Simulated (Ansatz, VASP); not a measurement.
## Mo3W in VASP and in Ansatz

```xyz
4
Lattice="0.0000 4.1182 4.1182 4.1182 0.0000 4.1182 4.1182 4.1182 0.0000" Properties=species:S:1:pos:R:3 pbc="T T T"
Mo    0.0000    0.0000    0.0000
Mo    2.0591    2.0591    2.0591
Mo    6.1773    6.1773    6.1773
W     4.1182    4.1182    4.1182
```

Alike in both runs: task single point; functional PBE; k mesh 4 × 4 × 4; occupations gaussian, width 0.1 eV; no spin polarisation.

|  | VASP | Ansatz |
| --- | --- | --- |
| version | VASP 6.6.1 | Ansatz 0.2.0 |
| potentials or method | VASP PAW PBE potentials, release 64 (Mo_sv, W_sv), cutoff 500 eV | scalar-relativistic, plane waves, PAW |
| valence electrons in the cell | 56 | 56 |

|  | VASP | Ansatz | Ansatz less VASP |
| --- | --- | --- | --- |
| gap on the k mesh at the Fermi level (eV) | 0.19 | 0.19 | 0.000 |
| least direct gap on the mesh (eV) | 0.32 | 0.32 | +0.001 |

With one functional, cell and mesh, what is left measures potentials, basis and numerics.

Neither program's run includes spin-orbit coupling.
